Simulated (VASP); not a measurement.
Wanted: the native input for a VASP 6.6.1 run.

* Task: single point
* Functional: PBE
* Potentials or basis: VASP PAW PBE potentials, release 64 (Mg, O)
* Cutoff: 520 eV
* k mesh: 9 × 9 × 6
* Occupations: gaussian, width 0.05 eV
* Spin: no spin polarisation
* Dipole correction: no
* Further INCAR settings: ALGO = Normal; EDIFF = 1e-07; NBANDS = 16

The structure of MgO lies in POSCAR:

```
MgO
1.0
    3.2447370978      0.0000000000      0.0000000000
   -1.6223685489      2.8100247553      0.0000000000
    0.0000000000      0.0000000000      5.3466777897
Mg O
2 2
Direct
    0.3333333333      0.6666666667     -0.0132065475
    0.6666666667      0.3333333333      0.4867934525
    0.3333333333      0.6666666667      0.3982811987
    0.6666666667      0.3333333333      0.8982811987
```

This cell differs from its parent crystal: c/a of the conventional cell at fixed volume 1.6478.

One way to write it, as run:

INCAR

```
  PREC = Accurate
  ENCUT = 520
  EDIFF = 1E-7
  ISMEAR = 0
  SIGMA = 0.05
  LREAL = False
  LASPH = True
  NELM = 80
  ALGO = Normal
  ISIF = 2
  LWAVE = False
  LCHARG = False
  GGA = PE
  NBANDS = 16
```

KPOINTS

```
regular mesh
0
Gamma
  9 9 6
```

Potentials or basis: VASP PAW PBE potentials, release 64 (Mg, O).

Run with:

```console
$ cat potpaw_PBE.64/Mg/POTCAR potpaw_PBE.64/O/POTCAR > POTCAR
$ mpirun -np 1 vasp_std > vasp.out
```

Results of the run:

The pressure is 2.4 GPa, the largest force is 0.793 eV/Å and the band gap on the k mesh is 3.35 eV, direct.

Run time: 13 s on 1 thread of Intel(R) Xeon(R) 6975P-C (Granite Rapids) (shared host), peak memory 0.17 GiB.
